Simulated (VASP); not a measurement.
Set up this calculation in VASP 6.6.1, as the native input.

- Task: single point
- Functional: PBE
- Potentials or basis: VASP PAW PBE potentials, release 64 (Mn_pv, O)
- Cutoff: 520 eV
- k mesh: 10 × 10 × 6
- Occupations: gaussian, width 0.05 eV
- Spin: collinear spin, ferromagnetic start
- Starting moments: [0.5, 0.0, 0.0] μB
- Hubbard terms: Mn d U = 3.9 eV
- Dipole correction: no
- Further INCAR settings: ALGO = Normal; EDIFF = 1e-06; NBANDS = 24

The structure of MnO2 lies in POSCAR:

```
MnO2
1.0
    2.9203003366      0.0000000000      0.0000000000
   -1.4601501683      2.5290542782      0.0000000000
    0.0000000000      0.0000000000      5.5070216066
Mn O
1 2
Direct
    0.0000000000      0.0000000000      0.0000000000
    0.3333333333      0.6666666667      0.1728657965
    0.6666666667      0.3333333333      0.8271342035
```

The input as run:

INCAR

```
SYSTEM = MnO2
  PREC = Accurate
  ENCUT = 520
  EDIFF = 1E-6
  ISMEAR = 0
  SIGMA = 0.05
  LREAL = .False.
  LASPH = .True.
  NELM = 150
  ALGO = Normal
  ISIF = 2
  LWAVE = .False.
  LCHARG = .False.
  ISPIN = 2
  MAGMOM = 0.5 0 0
  LORBIT = 11
  LMAXMIX = 4
  LDAU = .True.
  LDAUTYPE = 2
  LDAUL = 2 -1
  LDAUU = 3.9 0
  LDAUJ = 0 0
  LDAUPRINT = 1
  GGA = PE
  NBANDS = 24
```

KPOINTS

```
regular mesh
0
Gamma
  10 10 6
  0 0 0
```

Potentials or basis: VASP PAW PBE potentials, release 64 (Mn_pv, O).

Run with:

```console
$ cat potpaw_PBE.64/Mn_pv/POTCAR potpaw_PBE.64/O/POTCAR > POTCAR
$ mpirun -np 1 vasp_std > vasp.out
```

It gave:

The pressure is 0.3 GPa, the largest force is 0.086 eV/Å and the band gap on the k mesh is 1.86 eV (least direct gap 2.03 eV). The net moment is 3.00 μB per cell and the site moments are Mn +3.24; O -0.13 μB. The valence electrons inside the program's atomic spheres are Mn 11.59; O 4.98.

Caveat: a cell with one magnetic atom can't hold antiferromagnetic order, which such compounds often take.

Wall time 96 s on 1 thread of AMD EPYC 9R45 96-Core Processor (Zen 5), on a shared host, peak memory 0.22 GiB.
